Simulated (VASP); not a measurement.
# Be2C (Fm-3m) in VASP: further runs, part 3 of 3

VASP 6.6.1. The steps go on from the part before.

## (5) Vibrations by perturbation theory, PBEsol

This run uses another cell than the first one, of 6.61 Å³/atom.

The input, INCAR:

```
SYSTEM = Be2C
ALGO     = Normal         ! electronic algorithm
EDIFF    = 1E-8           ! SCF threshold, eV
ENCUT    = 600            ! plane-wave cutoff, eV
GGA      = PS             ! functional
GGA_COMPAT= .False.      
IBRION   = 8              ! ionic algorithm
ISIF     = 2              ! what is computed and relaxed
ISMEAR   = 0              ! smearing method
LASPH    = .True.         ! aspherical terms in the spheres
LCHARG   = .True.         ! write CHGCAR
LREAL    = .False.        ! projectors in reciprocal space
LWAVE    = .False.        ! write WAVECAR
NBANDS   = 11             ! bands
NELM     = 120            ! most SCF steps
NSW      = 1              ! ionic steps
PREC     = Accurate       ! precision mode
SIGMA    = 0.01           ! smearing width, eV
```

The input, KPOINTS:

```
k-points
0
Gamma
  10 10 10
  0 0 0
```

The input, POSCAR:

```
Be2C
1.0
    2.1485168411      2.1485168411      0.0000000000
   -2.1485168411      2.1485168411      0.0000000000
    0.0000000000      2.1485168411      2.1485168411
Be C
2 1
Direct
    0.2500000000      0.7500000000      0.5000000000
    0.7500000000      0.2500000000      0.5000000000
    0.0000000000      0.0000000000      0.0000000000
```

Potentials or basis: VASP PAW PBE potentials, release 64 (Be, C).

The run is started by

```
$ cat potpaw_PBE.64/Be/POTCAR potpaw_PBE.64/C/POTCAR > POTCAR
$ mpirun -np 1 vasp_std > vasp.out
```

OUTCAR:

```text
SYSTEM = Be2C
   EDIFF = 1E-8
   ENCUT = 600
   GGA = PS
   IBRION = 8
   ISIF = 2
   ISMEAR = 0
   LASPH = .True.
   LREAL = .False.
   NELM = 120
   NSW = 1
   PREC = Accurate

 ion  position               nearest neighbor table
   1  0.250  0.750  0.500-   3 1.86   3 1.86   3 1.86   3 1.86   2 2.15   2 2.15   2 2.15   2 2.15
                             2 2.15   2 2.15
   2  0.750  0.250  0.500-   3 1.86   3 1.86   3 1.86   3 1.86   1 2.15   1 2.15   1 2.15   1 2.15
                             1 2.15   1 2.15
   3  0.000  0.000  0.000-   2 1.86   1 1.86   1 1.86   2 1.86   1 1.86   2 1.86   2 1.86   1 1.86

  LATTYP: Found a face centered cubic cell.
 ALAT       =     4.2970336822

  Lattice vectors:

 A1 = (   0.0000000000,   2.1485168411,   2.1485168411)
 A2 = (   2.1485168411,   0.0000000000,   2.1485168411)
 A3 = (   2.1485168411,   2.1485168411,   0.0000000000)

Analysis of symmetry for initial positions (statically):
=====================================================================
 Subroutine PRICEL returns:
 Original cell was already a primitive cell.

 Routine SETGRP: Setting up the symmetry group for a
 face centered cubic supercell.

 Subroutine GETGRP returns: Found 48 space group operations
 (whereof 48 operations were pure point group operations)
 out of a pool of 48 trial point group operations.

The static configuration has the point symmetry O_h .

Analysis of symmetry for dynamics (positions and initial velocities):
=====================================================================
 Subroutine PRICEL returns:
 Original cell was already a primitive cell.

 Routine SETGRP: Setting up the symmetry group for a
 face centered cubic supercell.

 Subroutine GETGRP returns: Found 48 space group operations
 (whereof 48 operations were pure point group operations)
 out of a pool of 48 trial point group operations.

The dynamic configuration has the point symmetry O_h .

 Subroutine INISYM returns: Found 48 space group operations
 (whereof 48 operations are pure point group operations),
 and found     1 'primitive' translations

----------------------------------------------------------------------------------------

                                     Primitive cell

  volume of cell :      19.8356

  direct lattice vectors                    reciprocal lattice vectors
     2.148516841  2.148516841  0.000000000     0.232718679  0.232718679 -0.232718679
    -2.148516841  2.148516841  0.000000000    -0.232718679  0.232718679 -0.232718679
     0.000000000  2.148516841  2.148516841     0.000000000  0.000000000  0.465437357
[... 151 lines left out ...]
      7      12.0381      0.00000
      8      14.8661      0.00000
      9      21.1696      0.00000
     10      21.1696      0.00000
     11      21.1696      0.00000
[... 309 lines left out ...]
 k-point    24 :       0.4000    0.3000    0.0000
  band No.  band energies     occupation
      1      -3.5766      2.00000
      2       0.3024      2.00000
      3       2.2146      2.00000
      4       4.1985      2.00000
      5      11.6808      0.00000
      6      17.3867      0.00000
      7      17.9461      0.00000
      8      18.7877      0.00000
      9      20.5756      0.00000
     10      21.0942      0.00000
     11      25.5430      0.00000

 [... further k-points ...]
[... 5 lines left out ...]
  --------------------------------------------------------------------------------------
  -------------------------------------------------------------------------------------
  Total        0.3194576      0.3194576      0.3194576     -0.0000000     -0.0000000     -0.0000000
  in kB       25.8034349     25.8034349     25.8034349     -0.0000000     -0.0000000     -0.0000000
  external PRESSURE =      25.8034349 kB  Pullay stress =       0.0000000 kB

 VOLUME and BASIS-vectors are now :
 -----------------------------------------------------------------------------
  energy-cutoff  :      600.00
  volume of cell :       19.84
      direct lattice vectors                 reciprocal lattice vectors
     2.148516841  2.148516841  0.000000000     0.232718679  0.232718679 -0.232718679
    -2.148516841  2.148516841  0.000000000    -0.232718679  0.232718679 -0.232718679
     0.000000000  2.148516841  2.148516841     0.000000000  0.000000000  0.465437357

 POSITION                                       TOTAL-FORCE (eV/Angst)
 -----------------------------------------------------------------------------------
     -1.07426      3.22278      1.07426        -0.000000     -0.000000     -0.000000
      1.07426      3.22278      1.07426         0.000000      0.000000      0.000000
      0.00000      0.00000      0.00000        -0.000000     -0.000000      0.000000
 -----------------------------------------------------------------------------------
    total drift:                                0.000000     -0.000000      0.000000

  FREE ENERGIE OF THE ION-ELECTRON SYSTEM (eV)
  ---------------------------------------------------
  free  energy   TOTEN  =       -18.4108155334 eV

  energy  without entropy=      -18.4108155334  energy(sigma->0) =      -18.41081553

[... ionic steps 2 to 9 ...]

--------------------------------------- Ionic step       10  -------------------------------------------

 Free energy of the ion-electron system (eV)
  ---------------------------------------------------
  ---------------------------------------------------
  free energy    TOTEN  =        -0.12583454 eV

  energy without entropy =       -0.12583454

------------------------ aborting loop because EDIFF is reached ----------------------------------------

 INTERNAL STRAIN TENSOR  FOR ION    3  DIRECTION 1   (eV/Angst):
 -----------------------------------------------------------------------------
     0.02785  0.00000 -0.00000
     0.00000 -0.01677  0.00000
    -0.00000  0.00000 -0.01677

 INTERNAL STRAIN TENSOR FOR ION    3 for displacements in x,y,z  (eV/Angst):
          X           Y           Z          XY          YZ          ZX
  --------------------------------------------------------------------------------
  x     0.00000     0.00000     0.00000     0.00000     0.00000     0.00000
  y     0.00000     0.00000     0.00000     0.00000     0.00000     0.00000
  z     0.00000     0.00000     0.00000     0.00000     0.00000     0.00000

 SECOND DERIVATIVES (NOT SYMMETRIZED)
 ------------------------------------
               1X          1Y          1Z          2X          2Y          2Z          3X          3Y          3Z
  1X   -11.524508   -0.000000    0.000000    5.604886    0.000000   -0.000000    5.919622    0.000000   -0.000000
  1Y     0.000000  -11.524508   -0.000000   -0.000000    5.604886    0.000000   -0.000000    5.919622    0.000000
  1Z    -0.000000   -0.000000  -11.524508   -0.000000   -0.000000    5.604886    0.000000    0.000000    5.919622
  2X     5.604886    0.000000   -0.000000  -11.524508   -0.000000    0.000000    5.919622    0.000000   -0.000000
  2Y    -0.000000    5.604886    0.000000    0.000000  -11.524508   -0.000000   -0.000000    5.919622    0.000000
  2Z    -0.000000   -0.000000    5.604886   -0.000000   -0.000000  -11.524508    0.000000    0.000000    5.919622
  3X     5.919425    0.000000    0.000000    5.919425    0.000000    0.000000  -11.838849   -0.000000    0.000000
  3Y     0.000000    5.919425    0.000000    0.000000    5.919425    0.000000    0.000000  -11.838849   -0.000000
  3Z     0.000000    0.000000    5.919425    0.000000    0.000000    5.919425   -0.000000   -0.000000  -11.838849

 Eigenvectors and eigenvalues of the dynamical matrix
 ----------------------------------------------------

   1 f  =   21.551973 THz   135.415041 2PiTHz  718.896443 cm-1    89.131759 meV
             X         Y         Z           dx          dy          dz
     -1.074258  3.222775  1.074258     0.170125    0.670490   -0.146630
      1.074258  3.222775  1.074258    -0.170125   -0.670490    0.146630
      0.000000  0.000000  0.000000    -0.000000    0.000000    0.000000
[... 43 lines left out ...]
   9 f/i=    0.000164 THz     0.001028 2PiTHz    0.005457 cm-1     0.000677 meV
             X         Y         Z           dx          dy          dz
     -1.074258  3.222775  1.074258     0.538600   -0.099848    0.000000
      1.074258  3.222775  1.074258     0.538600   -0.099848   -0.000000
      0.000000  0.000000  0.000000     0.621768   -0.115266    0.000000

--------------------------------------------------------------------------------------------------------

 ELASTIC MODULI CONTR FROM IONIC RELAXATION (kBar)
 Direction    XX          YY          ZZ          XY          YZ          ZX
 --------------------------------------------------------------------------------
 XX           0.0000      0.0000      0.0000      0.0000      0.0000      0.0000
 YY           0.0000      0.0000      0.0000      0.0000      0.0000      0.0000
 ZZ           0.0000      0.0000      0.0000      0.0000      0.0000      0.0000
 XY           0.0000      0.0000      0.0000    -16.9643     -0.0000      0.0000
 YZ           0.0000      0.0000      0.0000     -0.0000    -16.9643     -0.0000
 ZX           0.0000      0.0000      0.0000      0.0000     -0.0000    -16.9643
 --------------------------------------------------------------------------------
```

Run time: 35 s. Hardware: 1 thread of Intel Xeon 6975P-C (Granite Rapids), shared host; peak memory 0.21 GiB.

Results:

* Highest phonon frequency at Γ: 719 cm⁻¹

Phonon frequencies in cm⁻¹ (negative: imaginary):
| q point | frequencies |
| --- | --- |
| (0.000, 0.000, 0.000) | 0 0 0 668 668 668 719 719 719 |

Caveat: the cell stands under pressure or tension, which shifts response properties; the PAW data sets were made with another functional, which shifts forces and pressure a little.

## (6) Vibrations by perturbation theory, PBEsol

This run uses another cell than the first one, of 6.74 Å³/atom.

The input, INCAR:

```
  PREC = Accurate
  ENCUT = 600
  EDIFF = 1E-8
  ISMEAR = 0
  SIGMA = 0.01
  LREAL = F
  LASPH = T
  NELM = 120
  ALGO = Normal
  ISIF = 2
  LWAVE = F
  LCHARG = F
  GGA = PS
  NBANDS = 11
  IBRION = 8
  NSW = 1
  GGA_COMPAT = F
```

The input, KPOINTS:

```
Automatic mesh
0
Gamma
  10 10 10
```

The input, POSCAR:

```
Be2C
1.0
    2.1622986810      2.1622986810      0.0000000000
   -2.1622986810      2.1622986810      0.0000000000
    0.0000000000      2.1622986810      2.1622986810
Be C
2 1
Direct
    0.2500000000      0.7500000000      0.5000000000
    0.7500000000      0.2500000000      0.5000000000
    0.0000000000      0.0000000000      0.0000000000
```

Potentials or basis: VASP PAW PBE potentials, release 64 (Be, C).

The run is started by

```
$ cat potpaw_PBE.64/Be/POTCAR potpaw_PBE.64/C/POTCAR > POTCAR
$ mpirun -np 1 vasp_std > vasp.out
```

OUTCAR:

```text
PREC = Accurate
   ENCUT = 600
   EDIFF = 1E-8
   ISMEAR = 0
   LREAL = F
   LASPH = T
   NELM = 120
   ISIF = 2
   GGA = PS
   IBRION = 8
   NSW = 1

 ion  position               nearest neighbor table
   1  0.250  0.750  0.500-   3 1.87   3 1.87   3 1.87   3 1.87   2 2.16   2 2.16   2 2.16   2 2.16
                             2 2.16   2 2.16
   2  0.750  0.250  0.500-   3 1.87   3 1.87   3 1.87   3 1.87   1 2.16   1 2.16   1 2.16   1 2.16
                             1 2.16   1 2.16
   3  0.000  0.000  0.000-   2 1.87   1 1.87   1 1.87   2 1.87   1 1.87   2 1.87   2 1.87   1 1.87
[... 601 lines left out ...]
  3X     5.531124    0.000000    0.000000    5.531124    0.000000    0.000000  -11.062247    0.000000   -0.000000
  3Y     0.000000    5.531124    0.000000    0.000000    5.531124    0.000000   -0.000000  -11.062247    0.000000
  3Z     0.000000    0.000000    5.531124    0.000000    0.000000    5.531124    0.000000    0.000000  -11.062247

 Eigenvectors and eigenvalues of the dynamical matrix
 ----------------------------------------------------

   1 f  =   21.070799 THz   132.391733 2PiTHz  702.846189 cm-1    87.141782 meV
             X         Y         Z           dx          dy          dz
     -1.081149  3.243448  1.081149    -0.257132   -0.604736   -0.261109
      1.081149  3.243448  1.081149     0.257132    0.604736    0.261109
      0.000000  0.000000  0.000000     0.000000    0.000000    0.000000
[... 43 lines left out ...]
   9 f/i=    0.001081 THz     0.006792 2PiTHz    0.036059 cm-1     0.004471 meV
             X         Y         Z           dx          dy          dz
     -1.081149  3.243448  1.081149    -0.528114   -0.141270    0.034267
      1.081149  3.243448  1.081149    -0.528114   -0.141270    0.034267
      0.000000  0.000000  0.000000    -0.609722   -0.163100    0.039563

--------------------------------------------------------------------------------------------------------

 ELASTIC MODULI CONTR FROM IONIC RELAXATION (kBar)
 Direction    XX          YY          ZZ          XY          YZ          ZX
 --------------------------------------------------------------------------------
 XX          -0.0000     -0.0000     -0.0000     -0.0000      0.0000     -0.0000
 YY          -0.0000     -0.0000     -0.0000     -0.0000      0.0000     -0.0000
 ZZ          -0.0000     -0.0000     -0.0000      0.0000      0.0000     -0.0000
 XY          -0.0000     -0.0000      0.0000    -28.5996     -0.0000     -0.0000
 YZ           0.0000      0.0000      0.0000     -0.0000    -28.5996     -0.0000
 ZX          -0.0000     -0.0000     -0.0000     -0.0000     -0.0000    -28.5996
 --------------------------------------------------------------------------------
```

stdout:

```text
POSCAR found type information on POSCAR BeC
 POSCAR found :  2 types and       3 ions
 scaLAPACK will be used
 -----------------------------------------------------------------------------
|                                                                             |
|                                                                             |
|     You enforced a specific xc type in the INCAR file but a different       |
|     I HOPE YOU KNOW WHAT YOU ARE DOING!                                     |
|                                                                             |
 -----------------------------------------------------------------------------

 LDA part: xc-table for (Slater+PW92), standard interpolation
 POSCAR, INCAR and KPOINTS ok, starting setup
 FFT: planning ... GRIDC
 FFT: planning ... GRID_SOFT
 FFT: planning ... GRID
 WAVECAR not read
 entering main loop
 Linear response reoptimize wavefunctions to high precision
 Linear response DOF=           2
 Linear response progress:
 first order change of Fermi-energy  -0.47682E-05
 force on displaced ion       1 direction 1 : -10.953  -0.000  -0.000
 Linear response progress:
 first order change of Fermi-energy  -0.32041E-03
 force on displaced ion       3 direction 1 : -11.062   0.000   0.000
 Linear response finished
```

Run time: 34 s. Hardware: 1 thread of Intel Xeon 6975P-C (Granite Rapids), shared host; peak memory 0.22 GiB.

What came out:

- Highest phonon frequency at Γ: 703 cm⁻¹

Phonon frequencies in cm⁻¹ (negative: imaginary):
| q point | frequencies |
| --- | --- |
| (0.000, 0.000, 0.000) | 0 0 0 646 646 646 703 703 703 |

Caveat: the cell stands under pressure or tension, which shifts response properties; the PAW data sets were made with another functional, which shifts forces and pressure a little.
